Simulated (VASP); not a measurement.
# Cu (I4/mmm) in VASP: a series of runs

Cu is run at these levels: PBEsol; tasks: single point.

Program: VASP 6.6.1. These are calculated values, not measurements. Logs are shortened: lines on timing, memory, paths and dates and some standing lists are left out, and cuts for length are marked.

### Step 1. The cell of the first run

The structure is tetragonal, space group I4/mmm (No. 139). The conventional cell has a = 2.777 Å, b = 2.777 Å, c = 3.063 Å, α = 90.00°, β = 90.00°, γ = 90.00°. Within 3.3 Å of Cu (site symmetry 4/mmm) lie 14 Cu at 2.49 to 3.06 Å.

### Step 2. Single point, PBEsol

File INCAR:

```
SYSTEM = Cu
PREC = Accurate ; ENCUT = 520
EDIFF = 1E-6 ; ISMEAR = 0
SIGMA = 0.15 ; LREAL = .FALSE.
LASPH = .TRUE. ; NELM = 80
ALGO = Fast ; ISIF = 2
LWAVE = .FALSE. ; LCHARG = .FALSE.
GGA = PS ; NBANDS = 12
```

File KPOINTS:

```
Automatic mesh
0
G
  24 24 24
  0 0 0
```

File POSCAR:

```
Cu
1.0
    0.0000000000      1.9635717341      1.5315859526
    1.9635717341      0.0000000000      1.5315859526
    1.9635717341      1.9635717341      0.0000000000
Cu
1
Direct
    0.0000000000      0.0000000000      0.0000000000
```

Potentials or basis: VASP PAW PBE potentials, release 64 (Cu).

The run is started by

```console
cat potpaw_PBE.64/Cu/POTCAR > POTCAR
mpirun -np 1 vasp_std > vasp.out
```

OUTCAR:

```text
SYSTEM = Cu
   PREC = Accurate
   ENCUT = 520
   EDIFF = 1E-6
   ISMEAR = 0
   LREAL = .FALSE.
   LASPH = .TRUE.
   NELM = 80
   ISIF = 2
   GGA = PS

 ion  position               nearest neighbor table
   1  0.000  0.000  0.000-

  LATTYP: Found a body centered tetragonal cell.
 ALAT       =     2.7769097771
 C/A-ratio  =     1.1030865787

  Lattice vectors:

 A1 = (   0.0000000000,  -1.9635717341,  -1.5315859526)
 A2 = (   0.0000000000,   1.9635717341,  -1.5315859526)
 A3 = (   1.9635717341,   0.0000000000,   1.5315859526)

Analysis of symmetry for initial positions (statically):
=====================================================================
 Subroutine PRICEL returns:
 Original cell was already a primitive cell.

 Routine SETGRP: Setting up the symmetry group for a
 body centered tetragonal supercell.

 Subroutine GETGRP returns: Found 16 space group operations
 (whereof 16 operations were pure point group operations)
 out of a pool of 16 trial point group operations.

The static configuration has the point symmetry D_4h.

Analysis of symmetry for dynamics (positions and initial velocities):
=====================================================================
 Subroutine PRICEL returns:
 Original cell was already a primitive cell.

 Routine SETGRP: Setting up the symmetry group for a
 body centered tetragonal supercell.

 Subroutine GETGRP returns: Found 16 space group operations
 (whereof 16 operations were pure point group operations)
 out of a pool of 16 trial point group operations.

The dynamic configuration has the point symmetry D_4h.

 Subroutine INISYM returns: Found 16 space group operations
 (whereof 16 operations are pure point group operations),
 and found     1 'primitive' translations

----------------------------------------------------------------------------------------

                                     Primitive cell

  volume of cell :      11.8104

  direct lattice vectors                    reciprocal lattice vectors
     0.000000000  1.963571734  1.531585953    -0.254638011  0.254638011  0.326458988
     1.963571734  0.000000000  1.531585953     0.254638011 -0.254638011  0.326458988
     1.963571734  1.963571734  0.000000000     0.254638011  0.254638011 -0.326458988

  length of vectors
     2.490254904  2.490254904  2.776909777     0.486062243  0.486062243  0.486062243

  position of ions in fractional coordinates (direct lattice)
     0.000000000  0.000000000  0.000000000

  ion indices of the primitive-cell ions
   primitive index   ion index
                 1           1

----------------------------------------------------------------------------------------

 KPOINTS: Automatic mesh

Automatic generation of k-mesh.
 Grid dimensions read from file:
 generate k-points for:   24   24   24

 Generating k-lattice:

  Cartesian coordinates                     Fractional coordinates (reciprocal lattice)
    -0.010609917  0.010609917  0.013602458     0.041666667  0.000000000  0.000000000
     0.010609917 -0.010609917  0.013602458     0.000000000  0.041666667  0.000000000
     0.010609917  0.010609917 -0.013602458     0.000000000  0.000000000  0.041666667

  Length of vectors
     0.020252593  0.020252593  0.020252593

  Shift w.r.t. Gamma in fractional coordinates (k-lattice)
     0.000000000  0.000000000  0.000000000

 Subroutine IBZKPT returns following result:
 ===========================================

 Found   1063 irreducible k-points:

 Following reciprocal coordinates:
            Coordinates               Weight
  0.000000  0.000000  0.000000      1.000000
  0.041667 -0.000000  0.000000      8.000000
  0.083333  0.000000  0.000000      8.000000
  0.125000 -0.000000  0.000000      8.000000
  0.166667  0.000000  0.000000      8.000000
  0.208333 -0.000000  0.000000      8.000000
[... 16 lines left out ...]
  0.416667  0.041667  0.000000      8.000000
  0.458333  0.041667  0.000000      8.000000
 [... further k-points ...]
   k-points           NKPTS =   1063   k-points in BZ     NKDIM =   1063   number of bands    NBANDS=     12
   number of dos      NEDOS =    301   number of ions     NIONS =      1
   total plane-waves  NPLWV =   9600
   dimension x,y,z NGX =    20 NGY =   20 NGZ =   24
   dimension x,y,z NGXF=    40 NGYF=   40 NGZF=   48
   ions per type =               1
   NGX,Y,Z   is equivalent  to a cutoff of  13.35, 13.35, 14.37 a.u.
   NGXF,Y,Z  is equivalent  to a cutoff of  26.70, 26.70, 28.74 a.u.
 SYSTEM =  Cu
   PREC   = accura    normal or accurate (medium, high low for compatibility)
   ISTART =      0    job   : 0-new  1-cont  2-samecut
   ICHARG =      2    charge: 1-file 2-atom 10-const
   ISPIN  =      1    spin polarized calculation?
   LNONCOLLINEAR =      F non collinear calculations
   LSORBIT =      F    spin-orbit coupling
   LASPH  =      T    aspherical Exc in radial PAW
   ENCUT  =  520.0 eV  38.22 Ry    6.18 a.u.   4.63  4.63  5.16*2*pi/ulx,y,z
   NELM   =     80;   NELMIN=  2; NELMDL= -5     # of ELM steps
   EDIFF  = 0.1E-05   stopping-criterion for ELM
   LREAL  =      F    real-space projection
   EDIFFG = 0.1E-04   stopping-criterion for IOM
   NSW    =      0    number of steps for IOM
   IBRION =     -1    ionic relax: 0-MD 1-quasi-New 2-CG
   NFREE  =      0    steps in history (QN), initial steepest desc. (CG)
   ISIF   =      2    stress and relaxation
   ISYM   =      2    0-nonsym 1-usesym 2-fastsym
   POTIM  = 0.5000    time-step for ionic-motion
   TEBEG  =    0.0;   TEEND  =   0.0 temperature during run
   PSTRESS=    0.0 pullay stress
   NELECT =      11.0000    total number of electrons
   NUPDOWN=      -1.0000    fix difference up-down
   EMIN   =  10.00;   EMAX   =-10.00  energy-range for DOS
   EFERMI =   0.00;   METHOD = LEGACY
   ISMEAR =     0;   SIGMA  =   0.15  broadening in eV -4-tet -1-fermi 0-gaus
   EFERMI_NEDOS =   21; number of points for ismear=-14 and -15
   IALGO  =     68    algorithm
   IMIX   =      4    mixing-type and parameters
     AMIX     =   0.40;   BMIX     =  1.00
     AMIX_MAG =   1.60;   BMIX_MAG =  1.00
  volume/ion in A,a.u.               =      11.81        79.70
  Fermi-wavevector in a.u.,A,eV,Ry     =   1.598763  3.021224 34.777078  2.556043
  Thomas-Fermi vector in A             =   2.696162
   LORBIT       =      0    0 simple, 1 ext, 2 COOP (PROOUT), +10 PAW based schemes
   GGA     = PS    functional components
   LHFCALC =     F    Hartree Fock is set to
   AEXX    =    0.0000 exact exchange contribution
   IVDW    =     0    specifies the selected vdW correction
   LEPSILON=     F    determine dielectric tensor
   LRPA    =     F    only Hartree local field effects (RPA)
 non-spin polarized calculation
 RMM-DIIS sequential band-by-band and
 Gauss-broadening in eV      SIGMA  =   0.15
  energy-cutoff  :      520.00
  volume of cell :       11.81
 maximum number of plane-waves:       338
   NGX =  9   NGY =  9   NGZ = 11

 number of electron      11.0000007 magnetization

 Free energy of the ion-electron system (eV)
  ---------------------------------------------------
  ext. energy  EPLUGINS =         0.00000000
  ---------------------------------------------------
  free energy    TOTEN  =        -4.26943222 eV

  energy without entropy =       -4.26516738  energy(sigma->0) =       -4.26729980

 E-fermi :   7.3968     XC(G=0): -12.9084

 val. band max:        7.3967902130   @ k =  -0.2917   0.2917   0.0417
 cond. band min:       7.3984663722   @ k =  -0.4583   0.0000   0.0833
 fundamental gap:      0.0016761593
 Fermi energy:         7.3968416173

 k-point     1 :       0.0000    0.0000    0.0000
  band No.  band energies     occupation
      1      -1.9831      2.00000
      2       4.2124      2.00000
      3       4.2124      2.00000
      4       4.5546      2.00000
      5       5.0979      2.00000
      6       5.4499      2.00000
      7      31.2267      0.00000
      8      32.6850      0.00000
      9      32.6850      0.00000
     10      34.3728      0.00000
     11      35.5549      0.00000
     12      36.2052      0.00000

 k-point     2 :       0.0417   -0.0000    0.0000
  band No.  band energies     occupation
      1      -1.9179      2.00000
      2       4.2127      2.00000
      3       4.2214      2.00000
      4       4.5588      2.00000
      5       5.0914      2.00000
      6       5.4436      2.00000
      7      30.7489      0.00000
      8      32.1018      0.00000
      9      32.4546      0.00000
     10      33.8173      0.00000
     11      35.6938      0.00000
     12      36.0119      0.00000

 k-point     3 :       0.0833    0.0000    0.0000
  band No.  band energies     occupation
      1      -1.7235      2.00000
      2       4.2122      2.00000
      3       4.2372      2.00000
      4       4.5823      2.00000
      5       5.0739      2.00000
      6       5.4271      2.00000
      7      29.0466      0.00000
      8      31.4700      0.00000
      9      31.9080      0.00000
     10      33.3769      0.00000
     11      34.8762      0.00000
     12      35.0462      0.00000
[... 286 lines left out ...]
 k-point    23 :       0.4167    0.0417    0.0000
  band No.  band energies     occupation
      1       2.2121      2.00000
      2       3.8345      2.00000
      3       5.0112      2.00000
      4       5.0373      2.00000
      5       5.8814      2.00000
      6       5.9106      2.00000
      7      13.2904      0.00000
      8      25.6214      0.00000
      9      25.8828      0.00000
     10      30.5062      0.00000
     11      32.8214      0.00000
     12      38.1823      0.00000

 k-point    24 :       0.4583    0.0417    0.0000
  band No.  band energies     occupation
      1       2.3381      2.00000
      2       3.8028      2.00000
      3       5.0049      2.00000
      4       5.2210      2.00000
      5       5.9713      2.00000
      6       6.4779      2.00000
      7      12.0417      0.00000
      8      25.4401      0.00000
      9      25.7026      0.00000
     10      30.2830      0.00000
     11      32.7162      0.00000
     12      37.5705      0.00000

 [... further k-points ...]
[... 5 lines left out ...]
  --------------------------------------------------------------------------------------
  -------------------------------------------------------------------------------------
  Total       -0.4410451     -0.4410451     -0.2843826      0.0000000      0.0000000      0.0000000
  in kB      -59.8313284    -59.8313284    -38.5788028      0.0000000      0.0000000      0.0000000
  external PRESSURE =     -52.7471532 kB  Pullay stress =       0.0000000 kB

 VOLUME and BASIS-vectors are now :
 -----------------------------------------------------------------------------
  energy-cutoff  :      520.00
  volume of cell :       11.81
      direct lattice vectors                 reciprocal lattice vectors
     0.000000000  1.963571734  1.531585953    -0.254638011  0.254638011  0.326458988
     1.963571734  0.000000000  1.531585953     0.254638011 -0.254638011  0.326458988
     1.963571734  1.963571734  0.000000000     0.254638011  0.254638011 -0.326458988

 POSITION                                       TOTAL-FORCE (eV/Angst)
 -----------------------------------------------------------------------------------
      0.00000      0.00000      0.00000         0.000000      0.000000      0.000000
 -----------------------------------------------------------------------------------
    total drift:                                0.000000     -0.000000      0.000000

  FREE ENERGIE OF THE ION-ELECTRON SYSTEM (eV)
  ---------------------------------------------------
  free  energy   TOTEN  =        -4.2694322229 eV

  energy  without entropy=       -4.2651673821  energy(sigma->0) =       -4.26729980
```

Run time: 3.7 min. Hardware: 1 thread of Intel Xeon 8259CL, shared host; peak memory 0.26 GiB.

Results:

- Free energy: -4.2694 eV
- Pressure: -5.3 GPa

Caveat: the PAW data sets were made with another functional, which shifts forces and pressure a little.

### Step 3. Single point, PBEsol

This run uses another cell than the first one, of the same volume but with other edges.

File INCAR:

```
PREC = Accurate
ENCUT = 520
EDIFF = 1E-7
ISMEAR = 0
SIGMA = 0.15
LREAL = False
LASPH = True
NELM = 60
ALGO = Fast
ISIF = 2
LWAVE = False
LCHARG = True
GGA = PS
LELF = True
LVHAR = True
NBANDS = 12
```

File KPOINTS:

```
regular mesh
0
Gamma
  24 24 24
```

File POSCAR:

```
Cu
1.0
    0.0000000000      1.6561405412      2.1529827035
    1.6561405412      0.0000000000      2.1529827035
    1.6561405412      1.6561405412      0.0000000000
Cu
1
Direct
    0.0000000000      0.0000000000      0.0000000000
```

Potentials or basis: VASP PAW PBE potentials, release 64 (Cu).

The run is started by

```console
cat potpaw_PBE.64/Cu/POTCAR > POTCAR
mpirun -np 1 vasp_std > vasp.out
```

It took 3.8 min on 1 thread of Intel Xeon 8259CL, shared host; peak memory 0.26 GiB.

It converged, with:

```
Free energy : -4.1431 eV
Pressure    : -0.5 GPa
```

Stress tensor (GPa, compression positive):
```
  9.42   0.00   0.00
  0.00   9.42   0.00
  0.00   0.00 -20.29
```

Levels at points of the mesh, in eV from the Fermi level:
```
           k point  band 2  band 3  band 4  band 5  band 6  band 7  band 8  band 9  band 10  band 11
(0.00, 0.00, 0.00)   -3.90   -3.03   -2.41   -2.41   -1.60   22.31   23.87   26.13    26.13    26.15
(0.50, 0.00, 0.00)   -3.64   -2.48   -1.72   -1.51   -0.79    4.12   15.19   20.48    25.51    27.09
(0.50, 0.50, 0.00)   -4.49   -1.53   -1.53   -1.45   -1.40    3.11   17.60   17.60    21.46    24.42
(0.50, 0.00, 0.50)   -4.19   -2.03   -1.77   -0.94    3.60    9.58   11.39   12.29    16.58    19.12
```

Caveat: the PAW data sets were made with another functional, which shifts forces and pressure a little.

### Step 4. Single point, PBEsol

This run uses another cell than the first one, of the same volume but with other edges.

File INCAR:

```
PREC = Accurate
ENCUT = 520
EDIFF = 1E-6
ISMEAR = 0
SIGMA = 0.15
LREAL = F
LASPH = T
NELM = 60
ALGO = Fast
ISIF = 2
LWAVE = F
LCHARG = F
GGA = PS
NBANDS = 12
```

KPOINTS is that of step 3.

File POSCAR:

```
Cu
1.0
    0.0000000000      1.8584420788      1.7097667125
    1.8584420788      0.0000000000      1.7097667125
    1.8584420788      1.8584420788      0.0000000000
Cu
1
Direct
    0.0000000000      0.0000000000      0.0000000000
```

Potentials or basis: VASP PAW PBE potentials, release 64 (Cu).

The run is started by

```console
cat potpaw_PBE.64/Cu/POTCAR > POTCAR
mpirun -np 1 vasp_std > vasp.out
```

OUTCAR:

```text
PREC = Accurate
   ENCUT = 520
   EDIFF = 1E-6
   ISMEAR = 0
   LREAL = F
   LASPH = T
   NELM = 60
   ISIF = 2
   GGA = PS

 ion  position               nearest neighbor table
   1  0.000  0.000  0.000-

  LATTYP: Found a body centered tetragonal cell.
 ALAT       =     2.6282339927
 C/A-ratio  =     1.3010764774

  Lattice vectors:

 A1 = (   0.0000000000,  -1.8584420788,  -1.7097667125)
 A2 = (   0.0000000000,   1.8584420788,  -1.7097667125)
 A3 = (   1.8584420788,   0.0000000000,   1.7097667125)

[... 529 lines left out ...]
      3       4.5475      2.00000
      4       5.3019      2.00000
      5       5.8387      2.00000
      6       6.2969      2.00000
      7      11.9163      0.00000
      8      27.4194      0.00000
      9      27.4894      0.00000
     10      31.4448      0.00000
     11      32.2790      0.00000
     12      33.7501      0.00000

 [... further k-points ...]
[... 5 lines left out ...]
  --------------------------------------------------------------------------------------
  -------------------------------------------------------------------------------------
  Total       -0.4795485     -0.4795485     -0.2387209      0.0000000      0.0000000      0.0000000
  in kB      -65.0546305    -65.0546305    -32.3844170      0.0000000      0.0000000      0.0000000
  external PRESSURE =     -54.1645593 kB  Pullay stress =       0.0000000 kB

 VOLUME and BASIS-vectors are now :
 -----------------------------------------------------------------------------
  energy-cutoff  :      520.00
  volume of cell :       11.81
      direct lattice vectors                 reciprocal lattice vectors
     0.000000000  1.858442079  1.709766713    -0.269042552  0.269042552  0.292437557
     1.858442079  0.000000000  1.709766713     0.269042552 -0.269042552  0.292437557
     1.858442079  1.858442079  0.000000000     0.269042552  0.269042552 -0.292437557

 POSITION                                       TOTAL-FORCE (eV/Angst)
 -----------------------------------------------------------------------------------
      0.00000      0.00000      0.00000        -0.000000      0.000000     -0.000000
 -----------------------------------------------------------------------------------
    total drift:                                0.000000      0.000000      0.000000

  FREE ENERGIE OF THE ION-ELECTRON SYSTEM (eV)
  ---------------------------------------------------
  free  energy   TOTEN  =        -4.2948420231 eV

  energy  without entropy=       -4.2914141025  energy(sigma->0) =       -4.29312806
```

OSZICAR:

```text
N       E                     dE             d eps       ncg     rms          rms(c)
DAV:   1     0.420135051514E+02    0.42014E+02   -0.53796E+03 28140   0.153E+03
DAV:   2    -0.403737713725E+01   -0.46051E+02   -0.42518E+02 26352   0.205E+02
DAV:   3    -0.536886638492E+01   -0.13315E+01   -0.13233E+01 29700   0.399E+01
DAV:   4    -0.537711280642E+01   -0.82464E-02   -0.82453E-02 28712   0.277E+00
DAV:   5    -0.537718836263E+01   -0.75556E-04   -0.75556E-04 30256   0.270E-01    0.837E+00
RMM:   6    -0.472826000670E+01    0.64893E+00   -0.38230E+00 31921   0.363E+01    0.489E+00
RMM:   7    -0.430861170395E+01    0.41965E+00   -0.57366E-01 31684   0.137E+01    0.991E-01
RMM:   8    -0.429606041027E+01    0.12551E-01   -0.13535E-02 32859   0.137E+00    0.245E-01
RMM:   9    -0.429480318150E+01    0.12572E-02   -0.27594E-03 33617   0.949E-01    0.258E-02
RMM:  10    -0.429483300963E+01   -0.29828E-04   -0.46565E-04 33147   0.307E-01    0.173E-02
RMM:  11    -0.429484239022E+01   -0.93806E-05   -0.97881E-05 34540   0.110E-01    0.123E-02
RMM:  12    -0.429484202308E+01    0.36714E-06   -0.99683E-06 33731   0.394E-02
   1 F= -.42948420E+01 E0= -.42931281E+01  d E =-.342792E-02
```

Run time: 2.9 min. Hardware: 1 thread of Intel Xeon 8259CL, shared host; peak memory 0.25 GiB.

Results:

```yaml
Free_energy: -4.2948 eV
Pressure: -5.4 GPa
```

Caveat: the PAW data sets were made with another functional, which shifts forces and pressure a little.

(Continued in part 2 of 2.)
